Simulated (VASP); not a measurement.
# CoO (Fm-3m) in VASP: settings compared, part 2 of 2

VASP 6.6.1. Earlier steps stand in the parts before.

## Step 5: Single point, PBE, collinear spin, ferromagnetic start

INCAR

```
ALGO     = Normal         # electronic algorithm
EDIFF    = 1E-6           # SCF threshold, eV
ENCUT    = 520            # plane-wave cutoff, eV
GGA      = PE             # functional
ISIF     = 2              # what is computed and relaxed
ISMEAR   = -1             # smearing method
ISPIN    = 2              # spin polarisation
LASPH    = T              # aspherical terms in the spheres
LCHARG   = F              # write CHGCAR
LMAXMIX  = 4              # l up to which the mixer works
LORBIT   = 11             # projections on sites
LREAL    = F              # projectors in reciprocal space
LWAVE    = F              # write WAVECAR
MAGMOM   = 3 3 0 0        # initial moments
NBANDS   = 27             # bands
NELM     = 150            # most SCF steps
PREC     = Accurate       # precision mode
SIGMA    = 0.05           # smearing width, eV
```

KPOINTS

```
k-points
0
Gamma
  5 10 10
```

POSCAR

```
CoO
1.0
    0.0000000000      4.2630000000      4.2630000000
    2.1315000000      0.0000000000      2.1315000000
    2.1315000000      2.1315000000      0.0000000000
Co O
2 2
Direct
    0.0000000000      0.0000000000      0.0000000000
    0.5000000000      0.0000000000      0.0000000000
    0.2500000000      0.5000000000      0.5000000000
    0.7500000000      0.5000000000      0.5000000000
```

Potentials or basis: VASP PAW PBE potentials, release 64 (Co, O).

Started as:

```
$ cat potpaw_PBE.64/Co/POTCAR potpaw_PBE.64/O/POTCAR > POTCAR
$ mpirun -np 1 vasp_std > vasp.out
```

OUTCAR:

```text
EDIFF = 1E-6
   ENCUT = 520
   GGA = PE
   ISIF = 2
   ISMEAR = -1
   ISPIN = 2
   LASPH = T
   LORBIT = 11
   LREAL = F
   NELM = 150
   PREC = Accurate

 ion  position               nearest neighbor table
   1  0.000  0.000  0.000-   4 2.13   3 2.13   4 2.13   3 2.13   4 2.13   3 2.13   2 3.01   2 3.01
                             2 3.01   2 3.01   2 3.01   2 3.01
   2  0.500  0.000  0.000-   3 2.13   3 2.13   4 2.13   3 2.13   4 2.13   4 2.13   1 3.01   1 3.01
                             1 3.01   1 3.01   1 3.01   1 3.01
   3  0.250  0.500  0.500-   1 2.13   1 2.13   2 2.13   1 2.13   2 2.13   2 2.13
   4  0.750  0.500  0.500-   2 2.13   1 2.13   2 2.13   1 2.13   2 2.13   1 2.13

  LATTYP: Found a trigonal (rhomboedric) cell.
 ALAT       =     5.2210873867
 COS(alpha) =     0.8333333333

  Lattice vectors:

 A1 = (   2.1315000000,  -2.1315000000,  -4.2630000000)
 A2 = (   4.2630000000,  -2.1315000000,  -2.1315000000)
 A3 = (   2.1315000000,  -4.2630000000,  -2.1315000000)

Analysis of symmetry for initial positions (statically):
=====================================================================
 Subroutine PRICEL returns following result:

  LATTYP: Found a face centered cubic cell.
 ALAT       =     4.2630000000
[... 12 lines left out ...]
 Subroutine GETGRP returns: Found 12 space group operations
 (whereof 12 operations were pure point group operations)
 out of a pool of 12 trial point group operations.

The static configuration has the point symmetry D_3d.

Analysis of symmetry for dynamics (positions and initial velocities):
=====================================================================
 Subroutine PRICEL returns following result:

  LATTYP: Found a face centered cubic cell.
 ALAT       =     4.2630000000
[... 12 lines left out ...]
 Subroutine GETGRP returns: Found 12 space group operations
 (whereof 12 operations were pure point group operations)
 out of a pool of 12 trial point group operations.

The dynamic configuration has the point symmetry D_3d.

Analysis of structural, dynamic, and magnetic symmetry:
=====================================================================
 Subroutine PRICEL returns following result:

  LATTYP: Found a face centered cubic cell.
 ALAT       =     4.2630000000
[... 12 lines left out ...]
 Subroutine GETGRP returns: Found 12 space group operations
 (whereof 12 operations were pure point group operations)
 out of a pool of 12 trial point group operations.

The overall configuration has the point symmetry D_3d.

 Subroutine INISYM returns: Found 12 space group operations
 (whereof 12 operations are pure point group operations),
 and found     2 'primitive' translations

----------------------------------------------------------------------------------------

                                     Primitive cell

  volume of cell :      19.3681

  direct lattice vectors                    reciprocal lattice vectors
     0.000000000  2.131500000  2.131500000    -0.234576589  0.234576589  0.234576589
[... 92 lines left out ...]
   ions per type =               2   2
   NGX,Y,Z   is equivalent  to a cutoff of  13.24, 13.24, 13.24 a.u.
   NGXF,Y,Z  is equivalent  to a cutoff of  26.47, 26.47, 26.47 a.u.
 SYSTEM =  unknown system
   PREC   = accura    normal or accurate (medium, high low for compatibility)
   ISTART =      0    job   : 0-new  1-cont  2-samecut
   ICHARG =      2    charge: 1-file 2-atom 10-const
   ISPIN  =      2    spin polarized calculation?
   LNONCOLLINEAR =      F non collinear calculations
   LSORBIT =      F    spin-orbit coupling
   LASPH  =      T    aspherical Exc in radial PAW
   ENCUT  =  520.0 eV  38.22 Ry    6.18 a.u.  11.21  5.60  5.60*2*pi/ulx,y,z
   NELM   =    150;   NELMIN=  2; NELMDL= -5     # of ELM steps
   EDIFF  = 0.1E-05   stopping-criterion for ELM
   LREAL  =      F    real-space projection
   EDIFFG = 0.1E-04   stopping-criterion for IOM
   NSW    =      0    number of steps for IOM
   IBRION =     -1    ionic relax: 0-MD 1-quasi-New 2-CG
   NFREE  =      0    steps in history (QN), initial steepest desc. (CG)
   ISIF   =      2    stress and relaxation
   ISYM   =      2    0-nonsym 1-usesym 2-fastsym
   POTIM  = 0.5000    time-step for ionic-motion
   TEBEG  =    0.0;   TEEND  =   0.0 temperature during run
   PSTRESS=    0.0 pullay stress
   NELECT =      30.0000    total number of electrons
   NUPDOWN=      -1.0000    fix difference up-down
   EMIN   =  10.00;   EMAX   =-10.00  energy-range for DOS
   EFERMI =   0.00;   METHOD = LEGACY
   ISMEAR =    -1;   SIGMA  =   0.05  broadening in eV -4-tet -1-fermi 0-gaus
   EFERMI_NEDOS =   21; number of points for ismear=-14 and -15
   IALGO  =     38    algorithm
   IMIX   =      4    mixing-type and parameters
     AMIX     =   0.40;   BMIX     =  1.00
     AMIX_MAG =   1.60;   BMIX_MAG =  1.00
  volume/ion in A,a.u.               =       9.68        65.35
  Fermi-wavevector in a.u.,A,eV,Ry     =   1.503407  2.841027 30.752334  2.260233
  Thomas-Fermi vector in A             =   2.614521
   LORBIT       =     11    0 simple, 1 ext, 2 COOP (PROOUT), +10 PAW based schemes
   GGA     = PE    functional components
   LHFCALC =     F    Hartree Fock is set to
   AEXX    =    0.0000 exact exchange contribution
   IVDW    =     0    specifies the selected vdW correction
   LEPSILON=     F    determine dielectric tensor
   LRPA    =     F    only Hartree local field effects (RPA)
 spin polarized calculation
  energy-cutoff  :      520.00
  volume of cell :       38.74
 maximum number of plane-waves:      1075
 NGX is ok and might be reduce to    48
   NGX = 23   NGY = 11   NGZ = 11

 number of electron      30.0000015 magnetization       5.8106958

 Free energy of the ion-electron system (eV)
  ---------------------------------------------------
  ext. energy  EPLUGINS =         0.00000000
  ---------------------------------------------------
  free energy    TOTEN  =       -26.12484473 eV

  energy without entropy =      -26.05556018  energy(sigma->0) =      -26.09020246

 E-fermi :   7.8677     XC(G=0): -12.3954

 val. band max:        7.8650207211   @ k =   0.0000  -0.4000   0.2000
 cond. band min:       7.8687025124   @ k =   0.4000   0.5000   0.2000
 fundamental gap:      0.0036817913
 Fermi energy:         7.8677351977

 spin component 1

 k-point     1 :       0.0000    0.0000    0.0000
  band No.  band energies     occupation
      1     -12.2922      1.00000
      2     -11.0639      1.00000
      3      -0.2175      1.00000
      4       1.9019      1.00000
      5       1.9019      1.00000
      6       4.6134      1.00000
[... 709 lines left out ...]
     26      23.6037      0.00000
     27      23.6037      0.00000

 [... further k-points ...]

 spin component 2

 k-point     1 :       0.0000    0.0000    0.0000
  band No.  band energies     occupation
      1     -11.7922      1.00000
      2     -10.5255      1.00000
      3       0.3337      1.00000
      4       3.2735      1.00000
      5       3.2736      1.00000
      6       5.3287      1.00000
[... 709 lines left out ...]
     26      24.2345      0.00000
     27      24.2345      0.00000

 [... further k-points ...]
[... 5 lines left out ...]
  --------------------------------------------------------------------------------------
  -------------------------------------------------------------------------------------
  Total       -0.5548890     -0.5548890     -0.5548890     -0.0000136      0.0000136     -0.0000136
  in kB      -22.9509512    -22.9509512    -22.9509512     -0.0005633      0.0005633     -0.0005633
  external PRESSURE =     -22.9509512 kB  Pullay stress =       0.0000000 kB

 VOLUME and BASIS-vectors are now :
 -----------------------------------------------------------------------------
  energy-cutoff  :      520.00
  volume of cell :       38.74
      direct lattice vectors                 reciprocal lattice vectors
     0.000000000  4.263000000  4.263000000    -0.117288295  0.117288295  0.117288295
     2.131500000  0.000000000  2.131500000     0.234576589 -0.234576589  0.234576589
     2.131500000  2.131500000  0.000000000     0.234576589  0.234576589 -0.234576589

 POSITION                                       TOTAL-FORCE (eV/Angst)
 -----------------------------------------------------------------------------------
      0.00000      0.00000      0.00000        -0.000000      0.000000      0.000000
      0.00000      2.13150      2.13150        -0.000000     -0.000000     -0.000000
      2.13150      2.13150      2.13150         0.000000     -0.000000     -0.000000
      2.13150      4.26300      4.26300         0.000000     -0.000000     -0.000000
 -----------------------------------------------------------------------------------
    total drift:                                0.000000      0.000000      0.000000

  FREE ENERGIE OF THE ION-ELECTRON SYSTEM (eV)
  ---------------------------------------------------
  free  energy   TOTEN  =       -26.1248447272 eV

  energy  without entropy=      -26.0555601829  energy(sigma->0) =      -26.09020246

 total charge

# of ion       s       p       d       tot
------------------------------------------
    1        0.293   0.355   7.141   7.789
    2        0.293   0.355   7.141   7.789
    3        1.556   3.422   0.000   4.978
    4        1.556   3.422   0.000   4.978
--------------------------------------------------
tot          3.699   7.554  14.282  25.535

 magnetization (x)

# of ion       s       p       d       tot
------------------------------------------
    1        0.020   0.018   2.519   2.558
    2        0.020   0.018   2.519   2.558
    3        0.029   0.268   0.000   0.297
    4        0.029   0.268   0.000   0.297
--------------------------------------------------
tot          0.098   0.572   5.039   5.709
```

Run time: 2.9 min. Hardware: 1 thread of Intel Xeon 8259CL, shared host; peak memory 0.25 GiB.

Results:

- Free energy: -26.1248 eV
- Pressure: -2.3 GPa
- Net moment: 5.81 μB per cell
- Site moments: Co +2.56; O +0.30 μB
- Valence electrons inside the program's atomic spheres: Co 7.79; O 4.98

Caveat: semilocal functionals often make such compounds metallic where correlation or magnetic order opens a gap, which also shifts bond lengths. With open d or f shells a metallic result of PBE can be an artefact of self-interaction; +U or a hybrid may open a gap.

## Step 6: Single point, PBE, collinear spin, antiferromagnetic start

INCAR

```
PREC = Accurate
ENCUT = 520
EDIFF = 1E-6
ISMEAR = -1
SIGMA = 0.05
LREAL = False
LASPH = True
NELM = 150
ALGO = Normal
ISIF = 2
LWAVE = False
LCHARG = True
ISPIN = 2
MAGMOM = 3 -3 0 0
LORBIT = 11
LMAXMIX = 4
GGA = PE
LELF = True
LVHAR = True
NBANDS = 27
```

KPOINTS

```
regular mesh
0
Gamma
  5 10 10
```

POSCAR is that of step 5.

Potentials or basis: VASP PAW PBE potentials, release 64 (Co, O).

Started as:

```
$ cat potpaw_PBE.64/Co/POTCAR potpaw_PBE.64/O/POTCAR > POTCAR
$ mpirun -np 1 vasp_std > vasp.out
```

It took 3.4 min on 1 thread of Intel Xeon 8259CL, shared host; peak memory 0.25 GiB.

It converged, with:

* Free energy: -26.4077 eV
* Pressure: -4.6 GPa
* Band gap on the k mesh: zero (filled and empty bands overlap)
* Net moment: 0.00 μB per cell
* Site moments: Co +2.43, -2.43; O +0.00 μB
* Valence electrons inside the program's atomic spheres: Co 7.81; O 4.97

Stress tensor (GPa, compression positive):
```
-4.62 -3.13 -3.13
-3.13 -4.62  3.13
-3.13  3.13 -4.62
```

Levels at points of the mesh, in eV from the Fermi level:
Spin up:
| k point | band 12 | band 13 | band 14 | band 15 | band 16 | band 17 | band 18 | band 19 |
| --- | --- | --- | --- | --- | --- | --- | --- | --- |
| (0.00, 0.00, 0.00) | -1.85 | -1.85 | -0.56 | -0.56 | -0.10 | 1.24 | 1.90 | 1.90 |
| (0.00, 0.50, 0.00) | -1.43 | -1.25 | -0.59 | 0.05 | 0.27 | 1.95 | 2.05 | 5.21 |
Spin down:
| k point | band 12 | band 13 | band 14 | band 15 | band 16 | band 17 | band 18 | band 19 |
| --- | --- | --- | --- | --- | --- | --- | --- | --- |
| (0.00, 0.00, 0.00) | -1.85 | -1.85 | -0.56 | -0.56 | -0.10 | 1.24 | 1.90 | 1.90 |
| (0.00, 0.50, 0.00) | -1.43 | -1.25 | -0.59 | 0.05 | 0.27 | 1.95 | 2.05 | 5.21 |

Caveat: the cell stands under tension; semilocal functionals often make such compounds metallic where correlation or magnetic order opens a gap, which also shifts bond lengths.

## Step 7: The runs side by side

```csv
level,spin,U,gap on the mesh (eV),pressure (GPa),moment (μB)
PBE,off,-,none,-19.5,-
r2SCAN,off,-,none,-25.5,-
PBE+U,off,Co d U = 3.3 eV,none,-19.7,-
PBE,"collinear, ferromagnetic start",-,none,-2.3,5.81
PBE,"collinear, antiferromagnetic start",-,none,-4.6,0.00
```

Alike in all rows: task single point; potentials or basis VASP PAW PBE potentials, release 64 (Co, O); cell as given; k mesh 5 × 10 × 10; cutoff (eV) 520; smearing fermi-dirac 0.05 eV.

The pressure there spans -25.5 GPa (r2SCAN) to -2.3 GPa (PBE); a positive pressure means that this level wants a larger cell, a negative one a smaller.

Caveats: the cell stands under tension (at least some runs); semilocal functionals often make such compounds metallic where correlation or magnetic order opens a gap, which also shifts bond lengths (at least some runs); the PAW data sets were made with another functional, which shifts forces and pressure a little (at least some runs); U without spin polarisation on a metal has little footing (at least some runs).

Absolute energies hang on the potentials; compare differences alone.

The gap in the log of VASP goes by the Fermi energy; the results here count the filled bands.